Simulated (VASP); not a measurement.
## AlRu: single point with PBE

AlRu:

```
CELL_PARAMETERS angstrom
3.08135 0.00000 0.00000
0.00000 2.99160 0.00000
0.00000 0.00000 2.99160
ATOMIC_POSITIONS crystal
Al 0.00000 0.00000 0.00000
Ru 0.50000 0.50000 0.50000
```

This cell differs from its parent crystal: strain +0.0300 x Voigt [1, 0, 0, 0, 0, 0].

```json
{"Program": "VASP 6.6.1", "Task": "single point", "Functional": "PBE", "Potentials or basis": "VASP PAW PBE potentials, release 64 (Al, Ru_pv)", "Cutoff": "520 eV", "k mesh": "16 × 16 × 16", "Occupations": "gaussian, width 0.15 eV", "Spin": "no spin polarisation"}
```

```json
{
  "Pressure": "-3.3 GPa"
}
```

Stress tensor (GPa, compression positive):
```
-6.36  0.00  0.00
 0.00 -1.77  0.00
 0.00  0.00 -1.77
```

Levels at points of the mesh, in eV from the Fermi level:
```csv
k point,band 6,band 7,band 8,band 9,band 10,band 11,band 12,band 13
"(0.00, 0.00, 0.00)",-3.42,0.10,0.10,0.27,5.34,6.22,6.22,10.73
"(0.50, 0.00, 0.00)",-2.73,-1.44,-1.44,0.47,1.84,7.47,11.11,11.11
"(0.00, 0.50, 0.00)",-2.63,-1.78,-1.45,0.36,2.33,7.42,10.36,11.12
"(0.50, 0.50, 0.00)",-1.51,-1.31,-1.08,-1.00,1.37,4.99,5.85,10.57
"(0.00, 0.50, 0.50)",-1.30,-1.30,-1.26,-1.26,1.57,5.36,6.03,9.91
"(0.50, 0.50, 0.50)",-4.47,1.43,1.64,2.38,3.94,4.11,4.11,8.10
```

Run time: 60 s on 1 thread of Intel(R) Xeon(R) Platinum 8375C CPU @ 2.90GHz (Ice Lake), with other jobs on the host, peak memory 0.28 GiB.

Caveat: the cell differs from its parent crystal (strain +0.0300 x Voigt [1, 0, 0, 0, 0, 0]).
